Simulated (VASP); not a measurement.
Write the native input for VASP 6.6.1 that does the following.

```
Task                   : single point
Functional             : PBE
Potentials or basis    : VASP PAW PBE potentials, release 64 (B, As)
Cutoff                 : 500 eV
k mesh                 : 2 × 2 × 2
Occupations            : gaussian, width 0.01 eV
Spin                   : no spin polarisation
Dipole correction      : no
Further INCAR settings : ALGO = Normal; EDIFF = 1e-06; NBANDS = 11
```

The structure of BAs lies in POSCAR:

```
BAs
1.0
    0.0000000000      2.3918698977      2.3918698977
    2.3918698977      0.0000000000      2.3918698977
    2.3918698977      2.3918698977      0.0000000000
B As
1 1
Direct
    0.0000000000      0.0000000000      0.0000000000
    0.2500000000      0.2500000000      0.2500000000
```

The input as run:

INCAR

```
SYSTEM = BAs
ALGO = Normal
EDIFF = 1E-6
ENCUT = 500
GGA = PE
GGA_COMPAT = .False.
ISIF = 2
ISMEAR = 0
LASPH = .True.
LCHARG = .True.
LELF = .True.
LREAL = .False.
LVHAR = .True.
LWAVE = .False.
NBANDS = 11
NELM = 120
PREC = Accurate
SIGMA = 0.01
```

KPOINTS

```
k-points
0
Gamma
  2 2 2
  0 0 0
```

Potentials or basis: VASP PAW PBE potentials, release 64 (B, As).

The run is started by

```console
$ cat potpaw_PBE.64/B/POTCAR potpaw_PBE.64/As/POTCAR > POTCAR
$ mpirun -np 1 vasp_std > vasp.out
```

Results of the run:

```json
{"Pressure": "14.7 GPa", "Band gap on the k mesh": "1.29 eV, indirect (least direct gap 3.14 eV)"}
```

Caveat: the k points lie up to 1.14 Å⁻¹ apart.

Wall time 4.9 s on 1 thread of Intel Xeon 6975P-C, with other jobs on the host, peak memory 0.15 GiB.
